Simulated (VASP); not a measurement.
Runs of VASP 6.6.1 on Ti3O. The structure is that of space group P6_3/mcm (No. 193), or close to it. The cells are those of the table. 

```csv
cell,gap on the mesh (eV),pressure (GPa),largest force (eV/Å)
"a = 4.824, b = 4.824, c = 4.703 Å, angles 90.0, 90.0, 120.0°, 8 atoms",none,(b),0.08
"a = 5.124, b = 5.124, c = 4.879 Å, angles 90.0, 90.0, 120.0°, 8 atoms",none,(a),(c)
"a = 4.886, b = 4.886, c = 4.740 Å, angles 90.0, 90.0, 120.0°, 8 atoms",none,17.6,0.07
"a = 5.065, b = 5.065, c = 4.846 Å, angles 90.0, 90.0, 120.0°, 8 atoms",none,0.3,0.06
```

Alike in all rows: task single point; level PBEsol; potentials or basis VASP PAW PBE potentials, release 64 (Ti_sv, O); no spin polarisation; k mesh 12 × 12 × 8; cutoff (eV) 520; smearing gaussian 0.1 eV.

Problem. Estimate the missing entries.

Solution. (a) -4.0; (b) 25.4; (c) 0.05.

Caveats: the PAW data sets were made with another functional, which shifts forces and pressure a little.

A gap of «none» marks levels without a gap at the run's occupations.
